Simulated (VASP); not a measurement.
Wanted: the native input for a VASP 6.6.1 run.

```
Task                   : single point
Functional             : PBE
Potentials or basis    : VASP PAW PBE potentials, release 64 (Li_sv, Al, N, Br)
Cutoff                 : 520 eV
k mesh                 : 4 × 4 × 3
Occupations            : fermi-dirac, width 0.1 eV
Spin                   : no spin polarisation
Dipole correction      : no
Further INCAR settings : ALGO = Normal; EDIFF = 1e-07; NBANDS = 34
```

The structure of LiAl2BrN6 lies in POSCAR:

```
LiAl2BrN6
1.0
    5.2189590000      0.0000000000      0.0000000000
   -2.6094790000      4.5197540000      0.0000000000
    0.0000000000      0.0000000000      7.3235780000
Li Al N Br
1 2 6 1
Direct
    0.0000000000      0.0000000000      0.0000000000
    0.3333000000      0.6667000000      0.0000000000
    0.6667000000      0.3333000000      0.0000000000
    0.0000000000      0.6361500000      0.1334000000
    0.3638500000      0.3638500000      0.1334000000
    0.6361500000      0.0000000000      0.1334000000
    0.3638500000      0.0000000000      0.8666000000
    0.6361500000      0.6361500000      0.8666000000
    0.0000000000      0.3638500000      0.8666000000
    0.0000000000      0.0000000000      0.5000000000
```

These files were run (other wordings do the same):

INCAR

```
PREC = Accurate
ENCUT = 520
EDIFF = 1E-7
ISMEAR = -1
SIGMA = 0.1
LREAL = F
LASPH = T
NELM = 80
ALGO = Normal
ISIF = 2
LWAVE = F
LCHARG = F
GGA = PE
NBANDS = 34
```

KPOINTS

```
Automatic mesh
0
Gamma
  4 4 3
```

Potentials or basis: VASP PAW PBE potentials, release 64 (Li_sv, Al, N, Br).

Command:

```sh
$ cat potpaw_PBE.64/Li_sv/POTCAR potpaw_PBE.64/Al/POTCAR potpaw_PBE.64/N/POTCAR potpaw_PBE.64/Br/POTCAR > POTCAR
$ mpirun -np 1 vasp_std > vasp.out
```

Results of the run:

- Largest force: 1.332 eV/Å
- Band gap on the k mesh: zero (band 23 reaches -0.15 eV, above the bottom of band 24 at -0.55 eV)

Caveat: forces of over 1 eV/Å act on the atoms, so gaps and moduli don't describe the material at rest.

Wall time 100 s on 1 thread of Intel(R) Xeon(R) 6975P-C (Granite Rapids) (shared host), peak memory 0.32 GiB.
